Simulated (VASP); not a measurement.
The system is Sn3TeW.

```
CELL_PARAMETERS angstrom
5.98334 0.00000 0.00000
-2.99167 5.18172 0.00000
0.00000 0.00000 5.26403
ATOMIC_POSITIONS crystal
Sn 0.50000 0.00000 0.50000
Sn 0.00000 0.50000 0.50000
Sn 0.50000 0.50000 0.50000
Te 0.00000 0.00000 0.00000
W 0.00000 0.00000 0.50000
```

The cell was built from a structure type or drawn by symmetry, and may not be a known phase.

| Quantity | Value |
| --- | --- |
| Program | VASP 6.6.1 |
| Task | relaxation of cell and atoms |
| Functional | PBE |
| Potentials or basis | VASP PAW PBE potentials, release 64 (Sn_d, Te, W_sv) |
| Cutoff | 600 eV |
| k mesh | 3 × 3 × 4 |
| Occupations | gaussian, width 0.1 eV |
| Spin | no spin polarisation |

At the start: pressure 0.2 GPa; volume 32.64 Å³/atom.

Problem. How do energy, volume and symmetry change on relaxing?

Solution. Over 6 steps the energy falls by 5.3 meV/atom and the volume is 32.72 Å³/atom (+0.3 %); space group P6/mmm (No. 191, to 0.1 Å) before and after.

The path:
```
step  energy change (eV)  largest force (eV/Å)  pressure (GPa)  volume (Å³)
   1              0.0000                0.0000            0.18       163.21
   2             -0.0211                0.0000           -0.12       164.07
   3             -0.0252                0.0000           -0.34       164.66
   4             -0.0252                0.0000           -0.33       164.61
   5             -0.0258                0.0000            0.23       162.93
   6             -0.0264                0.0000            0.00       163.62
```

Final structure:
```cif
data_structure
_symmetry_space_group_name_H-M 'P 1'
_symmetry_Int_Tables_number 1
_cell_length_a 5.9192
_cell_length_b 5.9192
_cell_length_c 5.3922
_cell_angle_alpha 90.000
_cell_angle_beta 90.000
_cell_angle_gamma 120.000
_cell_volume 163.62
loop_
_atom_site_label
_atom_site_type_symbol
_atom_site_fract_x
_atom_site_fract_y
_atom_site_fract_z
_atom_site_occupancy
Sn1 Sn 0.50000 0.00000 0.50000 1
Sn2 Sn 0.00000 0.50000 0.50000 1
Sn3 Sn 0.50000 0.50000 0.50000 1
Te1 Te 0.00000 0.00000 0.00000 1
W1 W 0.00000 0.00000 0.50000 1
```

Caveat: the k points lie up to 0.41 Å⁻¹ apart in the final cell, too coarse for converged energies and pressures of a metal.
